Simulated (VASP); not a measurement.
Write the native input for VASP 6.6.1 that does the following.

* Task: single point
* Functional: BLYP
* Dispersion: D3(BJ)
* Potentials or basis: VASP PAW PBE potentials, release 64 (Ti_sv)
* Cutoff: 520 eV
* k mesh: 8 × 8 × 11
* Occupations: fermi-dirac, width 0.05 eV
* Spin: no spin polarisation
* Dipole correction: no
* Further INCAR settings: ALGO = Normal; EDIFF = 1e-07; NBANDS = 25

The structure of Ti lies in POSCAR:

```
Ti
1.0
    4.4072258589      0.0000000000      0.0000000000
   -2.2036129294      3.8167695540      0.0000000000
    0.0000000000      0.0000000000      2.7411547684
Ti
3
Direct
    0.0000000000      0.0000000000      0.0000000000
    0.3333333333      0.6666666667      0.5000000000
    0.6666666667      0.3333333333      0.5000000000
```

This isn't the form of Ti at room conditions, which is hcp.

The input as run:

INCAR

```
PREC = Accurate
ENCUT = 520
EDIFF = 1E-7
ISMEAR = -1
SIGMA = 0.05
LREAL = False
LASPH = True
NELM = 100
ALGO = Normal
ISIF = 2
LWAVE = False
LCHARG = False
GGA = B5
ALDAX = 1.0
AGGAX = 1.0
AGGAC = 1.0
ALDAC = 0.0
IVDW = 12
VDW_S6 = 1.0
VDW_S8 = 2.6996
VDW_A1 = 0.4298
VDW_A2 = 4.2359
NBANDS = 25
```

KPOINTS

```
regular mesh
0
Gamma
  8 8 11
```

Potentials or basis: VASP PAW PBE potentials, release 64 (Ti_sv).

Command:

```bash
$ cat potpaw_PBE.64/Ti_sv/POTCAR > POTCAR
$ mpirun -np 1 vasp_std > vasp.out
```

It gave:

The pressure is -0.2 GPa. The band gap on the k mesh is zero (bands 18 and 19 overlap by 0.40 eV) and the dispersion energy per atom is -1.617 eV.

Caveat: the dispersion term is far too large for a dense solid, which distorts pressure and volume; the PAW data sets were made with another functional, which shifts forces and pressure a little.

It took 72 s on 1 thread of Intel(R) Xeon(R) Platinum 8259CL CPU @ 2.50GHz (Skylake/Cascade Lake), on a shared host, peak memory 0.2 GiB.
